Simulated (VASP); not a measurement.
# Au (Fm-3m) in VASP: notebook

The runs below take Au through single point, relaxation of cell and atoms, with LDA.

Everything below comes from runs of VASP 6.6.1. Logs are shortened: lines on timing, memory, paths and dates and some standing lists are left out, and cuts for length are marked.

### 1 The cell of the first run

Symmetry: Fm-3m, No. 225, cubic system. The conventional cell has a = 4.058 Å, b = 4.058 Å, c = 4.058 Å, α = 90.00°, β = 90.00°, γ = 90.00°. Au (site symmetry m-3m) has 12 Au at 2.87 Å within 3.8 Å.

### 2 Single point, LDA

INCAR reads:

```
ALGO = Normal
EDIFF = 1E-7
ENCUT = 520
ISIF = 2
ISMEAR = 0
LASPH = True
LCHARG = False
LREAL = False
LWAVE = False
NBANDS = 12
NELM = 60
PREC = Accurate
SIGMA = 0.1
```

KPOINTS reads:

```
k-points
0
Gamma
  8 8 8
```

POSCAR reads:

```
Au
1.0
    0.0000000000      2.0287962929      2.0287962929
    2.0287962929      0.0000000000      2.0287962929
    2.0287962929      2.0287962929      0.0000000000
Au
1
Direct
    0.0000000000      0.0000000000      0.0000000000
```

Potentials or basis: VASP PAW LDA potentials, release 64 (Au).

Command:

```sh
$ cat potpaw_LDA.64/Au/POTCAR > POTCAR
$ mpirun -np 1 vasp_std > vasp.out
```

OUTCAR:

```text
EDIFF = 1E-7
   ENCUT = 520
   ISIF = 2
   ISMEAR = 0
   LASPH = True
   LREAL = False
   NELM = 60
   PREC = Accurate

 ion  position               nearest neighbor table
   1  0.000  0.000  0.000-

  LATTYP: Found a face centered cubic cell.
 ALAT       =     4.0575925858

  Lattice vectors:

 A1 = (   0.0000000000,   2.0287962929,   2.0287962929)
 A2 = (   2.0287962929,   0.0000000000,   2.0287962929)
 A3 = (   2.0287962929,   2.0287962929,   0.0000000000)

Analysis of symmetry for initial positions (statically):
=====================================================================
 Subroutine PRICEL returns:
 Original cell was already a primitive cell.

 Routine SETGRP: Setting up the symmetry group for a
 face centered cubic supercell.

 Subroutine GETGRP returns: Found 48 space group operations
 (whereof 48 operations were pure point group operations)
 out of a pool of 48 trial point group operations.

The static configuration has the point symmetry O_h .

Analysis of symmetry for dynamics (positions and initial velocities):
=====================================================================
 Subroutine PRICEL returns:
 Original cell was already a primitive cell.

 Routine SETGRP: Setting up the symmetry group for a
 face centered cubic supercell.

 Subroutine GETGRP returns: Found 48 space group operations
 (whereof 48 operations were pure point group operations)
 out of a pool of 48 trial point group operations.

The dynamic configuration has the point symmetry O_h .

 Subroutine INISYM returns: Found 48 space group operations
 (whereof 48 operations are pure point group operations),
 and found     1 'primitive' translations

----------------------------------------------------------------------------------------

                                     Primitive cell

  volume of cell :      16.7011

  direct lattice vectors                    reciprocal lattice vectors
     0.000000000  2.028796293  2.028796293    -0.246451554  0.246451554  0.246451554
     2.028796293  0.000000000  2.028796293     0.246451554 -0.246451554  0.246451554
     2.028796293  2.028796293  0.000000000     0.246451554  0.246451554 -0.246451554

  length of vectors
     2.869151233  2.869151233  2.869151233     0.426866614  0.426866614  0.426866614

  position of ions in fractional coordinates (direct lattice)
     0.000000000  0.000000000  0.000000000

  ion indices of the primitive-cell ions
   primitive index   ion index
                 1           1

----------------------------------------------------------------------------------------

 KPOINTS: k-points

Automatic generation of k-mesh.
 Grid dimensions read from file:
 generate k-points for:    8    8    8

 Generating k-lattice:

  Cartesian coordinates                     Fractional coordinates (reciprocal lattice)
    -0.030806444  0.030806444  0.030806444     0.125000000  0.000000000  0.000000000
     0.030806444 -0.030806444  0.030806444     0.000000000  0.125000000  0.000000000
     0.030806444  0.030806444 -0.030806444     0.000000000  0.000000000  0.125000000

  Length of vectors
     0.053358327  0.053358327  0.053358327

  Shift w.r.t. Gamma in fractional coordinates (k-lattice)
     0.000000000  0.000000000  0.000000000

 Subroutine IBZKPT returns following result:
 ===========================================

 Found     29 irreducible k-points:

 Following reciprocal coordinates:
            Coordinates               Weight
  0.000000  0.000000  0.000000      1.000000
  0.125000  0.000000  0.000000      8.000000
  0.250000  0.000000  0.000000      8.000000
  0.375000  0.000000  0.000000      8.000000
  0.500000  0.000000  0.000000      4.000000
  0.125000  0.125000  0.000000      6.000000
[... 16 lines left out ...]
  0.500000  0.250000  0.125000     48.000000
 -0.375000  0.250000  0.125000     24.000000
 [... further k-points ...]
   k-points           NKPTS =     29   k-points in BZ     NKDIM =     29   number of bands    NBANDS=     12
   number of dos      NEDOS =    301   number of ions     NIONS =      1
   total plane-waves  NPLWV =  13824
   dimension x,y,z NGX =    24 NGY =   24 NGZ =   24
   dimension x,y,z NGXF=    48 NGYF=   48 NGZF=   48
   ions per type =               1
   NGX,Y,Z   is equivalent  to a cutoff of  13.91, 13.91, 13.91 a.u.
   NGXF,Y,Z  is equivalent  to a cutoff of  27.81, 27.81, 27.81 a.u.
 SYSTEM =  unknown system
   PREC   = accura    normal or accurate (medium, high low for compatibility)
   ISTART =      0    job   : 0-new  1-cont  2-samecut
   ICHARG =      2    charge: 1-file 2-atom 10-const
   ISPIN  =      1    spin polarized calculation?
   LNONCOLLINEAR =      F non collinear calculations
   LSORBIT =      F    spin-orbit coupling
   LASPH  =      T    aspherical Exc in radial PAW
   ENCUT  =  520.0 eV  38.22 Ry    6.18 a.u.   5.33  5.33  5.33*2*pi/ulx,y,z
   NELM   =     60;   NELMIN=  2; NELMDL= -5     # of ELM steps
   EDIFF  = 0.1E-06   stopping-criterion for ELM
   LREAL  =      F    real-space projection
   EDIFFG = 0.1E-05   stopping-criterion for IOM
   NSW    =      0    number of steps for IOM
   IBRION =     -1    ionic relax: 0-MD 1-quasi-New 2-CG
   NFREE  =      0    steps in history (QN), initial steepest desc. (CG)
   ISIF   =      2    stress and relaxation
   ISYM   =      2    0-nonsym 1-usesym 2-fastsym
   POTIM  = 0.5000    time-step for ionic-motion
   TEBEG  =    0.0;   TEEND  =   0.0 temperature during run
   PSTRESS=    0.0 pullay stress
   NELECT =      11.0000    total number of electrons
   NUPDOWN=      -1.0000    fix difference up-down
   EMIN   =  10.00;   EMAX   =-10.00  energy-range for DOS
   EFERMI =   0.00;   METHOD = LEGACY
   ISMEAR =     0;   SIGMA  =   0.10  broadening in eV -4-tet -1-fermi 0-gaus
   EFERMI_NEDOS =   21; number of points for ismear=-14 and -15
   IALGO  =     38    algorithm
   IMIX   =      4    mixing-type and parameters
     AMIX     =   0.40;   BMIX     =  1.00
     AMIX_MAG =   1.60;   BMIX_MAG =  1.00
  volume/ion in A,a.u.               =      16.70       112.70
  Fermi-wavevector in a.u.,A,eV,Ry     =   1.424374  2.691676 27.604051  2.028840
  Thomas-Fermi vector in A             =   2.544872
   LORBIT       =      0    0 simple, 1 ext, 2 COOP (PROOUT), +10 PAW based schemes
   GGA     = CA    functional components
   LHFCALC =     F    Hartree Fock is set to
   AEXX    =    0.0000 exact exchange contribution
   IVDW    =     0    specifies the selected vdW correction
   LEPSILON=     F    determine dielectric tensor
   LRPA    =     F    only Hartree local field effects (RPA)
 non-spin polarized calculation
 Gauss-broadening in eV      SIGMA  =   0.10
  energy-cutoff  :      520.00
  volume of cell :       16.70
 maximum number of plane-waves:       464
 NGX is ok and might be reduce to    24
   NGX = 11   NGY = 11   NGZ = 11

 number of electron      10.9999999 magnetization

 Free energy of the ion-electron system (eV)
  ---------------------------------------------------
  ext. energy  EPLUGINS =         0.00000000
  ---------------------------------------------------
  free energy    TOTEN  =        -4.40473995 eV

  energy without entropy =       -4.40157295  energy(sigma->0) =       -4.40315645

 E-fermi :   9.5853     XC(G=0): -13.0988

 val. band max:        9.5113678056   @ k =   0.5000   0.2500   0.1250
 cond. band min:       9.7686028983   @ k =   0.5000   0.3750   0.1250
 fundamental gap:      0.2572350927
 Fermi energy:         9.5852835316

 k-point     1 :       0.0000    0.0000    0.0000
  band No.  band energies     occupation
      1      -0.4990      2.00000
      2       4.8179      2.00000
      3       4.8179      2.00000
      4       4.8179      2.00000
      5       6.4138      2.00000
      6       6.4138      2.00000
      7      24.0857      0.00000
      8      28.1587      0.00000
      9      28.1587      0.00000
     10      28.1587      0.00000
     11      33.2518      0.00000
     12      38.0605      0.00000

 k-point     2 :       0.1250    0.0000    0.0000
  band No.  band energies     occupation
      1       0.0425      2.00000
      2       4.6576      2.00000
      3       4.9889      2.00000
      4       4.9889      2.00000
      5       6.3512      2.00000
      6       6.3512      2.00000
      7      24.6032      0.00000
      8      25.6192      0.00000
      9      28.8135      0.00000
     10      28.8135      0.00000
     11      33.2647      0.00000
     12      35.5857      0.00000

 k-point     3 :       0.2500    0.0000    0.0000
  band No.  band energies     occupation
      1       1.3327      2.00000
      2       4.6679      2.00000
      3       5.1109      2.00000
      4       5.1109      2.00000
      5       6.5795      2.00000
      6       6.5795      2.00000
      7      20.9088      0.00000
      8      25.2172      0.00000
      9      29.7473      0.00000
     10      29.7473      0.00000
     11      31.4818      0.00000
     12      32.7530      0.00000
[... 286 lines left out ...]
 k-point    23 :       0.5000    0.2500    0.1250
  band No.  band energies     occupation
      1       3.1414      2.00000
      2       4.3081      2.00000
      3       4.5084      2.00000
      4       5.9017      2.00000
      5       7.1418      2.00000
      6       9.5114      1.70413
      7      16.7050      0.00000
      8      21.6771      0.00000
      9      24.0590      0.00000
     10      28.2221      0.00000
     11      32.1974      0.00000
     12      36.0579      0.00000

 k-point    24 :      -0.3750    0.2500    0.1250
  band No.  band energies     occupation
      1       3.1427      2.00000
      2       4.1209      2.00000
      3       5.2577      2.00000
      4       5.6899      2.00000
      5       7.5150      2.00000
      6      12.2744      0.00000
      7      12.7576      0.00000
      8      21.9228      0.00000
      9      22.8568      0.00000
     10      27.3406      0.00000
     11      33.6776      0.00000
     12      36.6346      0.00000

 [... further k-points ...]
[... 5 lines left out ...]
  --------------------------------------------------------------------------------------
  -------------------------------------------------------------------------------------
  Total        0.0146242      0.0146242      0.0146242      0.0000000      0.0000000     -0.0000000
  in kB        1.4029360      1.4029360      1.4029360      0.0000000      0.0000000     -0.0000000
  external PRESSURE =       1.4029360 kB  Pullay stress =       0.0000000 kB

 VOLUME and BASIS-vectors are now :
 -----------------------------------------------------------------------------
  energy-cutoff  :      520.00
  volume of cell :       16.70
      direct lattice vectors                 reciprocal lattice vectors
     0.000000000  2.028796293  2.028796293    -0.246451554  0.246451554  0.246451554
     2.028796293  0.000000000  2.028796293     0.246451554 -0.246451554  0.246451554
     2.028796293  2.028796293  0.000000000     0.246451554  0.246451554 -0.246451554

 POSITION                                       TOTAL-FORCE (eV/Angst)
 -----------------------------------------------------------------------------------
      0.00000      0.00000      0.00000         0.000000      0.000000      0.000000
 -----------------------------------------------------------------------------------
    total drift:                               -0.000000      0.000000      0.000000

  FREE ENERGIE OF THE ION-ELECTRON SYSTEM (eV)
  ---------------------------------------------------
  free  energy   TOTEN  =        -4.4047399479 eV

  energy  without entropy=       -4.4015729549  energy(sigma->0) =       -4.40315645
```

Wall time 2.8 s (1 thread of Intel Xeon Platinum 8488C (Sapphire Rapids), shared host); peak memory 0.13 GiB.

What came out:

```
Free energy : -4.4047 eV
Pressure    : 0.1 GPa
```

Levels at points of the mesh, in eV from the Fermi level:
```
           k point  band 2  band 3  band 4  band 5  band 6  band 7  band 8  band 9  band 10  band 11
(0.00, 0.00, 0.00)   -4.77   -4.77   -4.77   -3.17   -3.17   14.50   18.57   18.57    18.57    23.67
(0.50, 0.00, 0.00)   -4.80   -4.80   -1.92   -1.92   -1.05    3.21   13.96   17.22    17.22    25.28
(0.50, 0.50, 0.00)   -6.91   -1.96   -1.59   -1.59    0.95    5.96   10.02   10.02    17.52    20.19
```

Caveat: spin-orbit coupling is left out, which moves the levels of the heavy elements.

(Part 1 of 3 ends here.)
